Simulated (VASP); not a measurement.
Write the native input for VASP 6.6.1 that does the following.

```yaml
Task: single point
Functional: LDA
Potentials_or_basis: VASP PAW LDA potentials, release 64 (Pb_d, S)
Cutoff: 520 eV
k_mesh: 6 × 6 × 6
Occupations: fermi-dirac, width 0.05 eV
Spin: no spin polarisation
Dipole_correction: no
Further_INCAR_settings: ALGO = Normal; EDIFF = 1e-06; NBANDS = 17
```

The structure of PbS lies in POSCAR:

```
PbS
1.0
    3.9412253306      0.0000000000      0.0000000000
   -1.9706126653      3.4132012583      0.0000000000
    0.0000000000      0.0000000000      3.7238882790
Pb S
1 1
Direct
    0.0000000000      0.0000000000      0.0000000000
    0.6666666667      0.3333333333      0.5000000000
```

One way to write it, as run:

INCAR

```
PREC = Accurate ; ENCUT = 520
EDIFF = 1E-6 ; ISMEAR = -1
SIGMA = 0.05 ; LREAL = False
LASPH = True ; NELM = 80
ALGO = Normal ; ISIF = 2
LWAVE = False ; LCHARG = False
NBANDS = 17
```

KPOINTS

```
Automatic mesh
0
Gamma
  6 6 6
```

Potentials or basis: VASP PAW LDA potentials, release 64 (Pb_d, S).

Launch:

```console
$ cat potpaw_LDA.64/Pb_d/POTCAR potpaw_LDA.64/S/POTCAR > POTCAR
$ mpirun -np 1 vasp_std > vasp.out
```

It gave:

```
Pressure               : 0.0 GPa
Band gap on the k mesh : zero (bands 10 and 11 overlap by 1.13 eV)
```

Caveat: spin-orbit coupling is left out, which moves the levels of the heavy elements.

Run time: 15 s on 1 thread of Intel(R) Xeon(R) Platinum 8488C (Sapphire Rapids) (shared host), peak memory 0.15 GiB.
